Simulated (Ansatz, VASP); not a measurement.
# One calculation of BN, two programs

INCAR

```
SYSTEM = BN
PREC = Accurate
ENCUT = 600
EDIFF = 1E-6
ISMEAR = 0
SIGMA = 0.01
LREAL = .False.
LASPH = .True.
NELM = 120
ALGO = Normal
ISIF = 2
LWAVE = .False.
LCHARG = .False.
GGA = PS
NBANDS = 11
GGA_COMPAT = .False.
```

KPOINTS

```
regular mesh
0
Gamma
  7 7 7
  0 0 0
```

POSCAR

```
BN
1.0
    0.0000000000      1.8075000000      1.8075000000
    1.8075000000      0.0000000000      1.8075000000
    1.8075000000      1.8075000000      0.0000000000
B N
1 1
Direct
    0.0000000000      0.0000000000      0.0000000000
    0.7500000000      0.7500000000      0.7500000000
```

Input for Ansatz:

```yaml
crystal:
  lattice:
    bravais: fcc
    a: 3.615
  space_group: 216
  atoms:
    - { symbol: B, position: [0.0, 0.0, 0.0] }
    - { symbol: "N", position: [0.25, 0.25, 0.75] }
  reduce_to_primitive: true
basis:
  ecutwfc: 571.4391111657479
kpoints:
  mp_grid:
    grid: [7, 7, 7]
    shift: [0.0, 0.0, 0.0]
hamiltonian:
  xc: pbesol
  pseudopotentials:
    kind: paw
scf:
  occupations:
    method: fixed
output:
  stress: true
  eigenvalues: true
```

Alike in both runs: task single point; functional PBEsol; k mesh 7 × 7 × 7; no spin polarisation.

|  | VASP | Ansatz |
| --- | --- | --- |
| version | VASP 6.6.1 | Ansatz 0.2.0 |
| potentials or method | VASP PAW PBE potentials, release 64 (B, N), cutoff 600 eV | plane waves, PAW |
| occupations | gaussian, width 0.01 eV | fixed |
| valence electrons in the cell | 8 | 8 |

VASP gave:

* gap on the k mesh at the Fermi level (eV): 4.54
* pressure (GPa): -2.6

Question: What did Ansatz give for the same quantities?

Answer: gap on the k mesh at the Fermi level (eV): 4.55; pressure (GPa): -2.9.

VASP's potentials were made for PBE, not for PBEsol.

The k mesh is coarse, so the values compare programs but aren't converged.
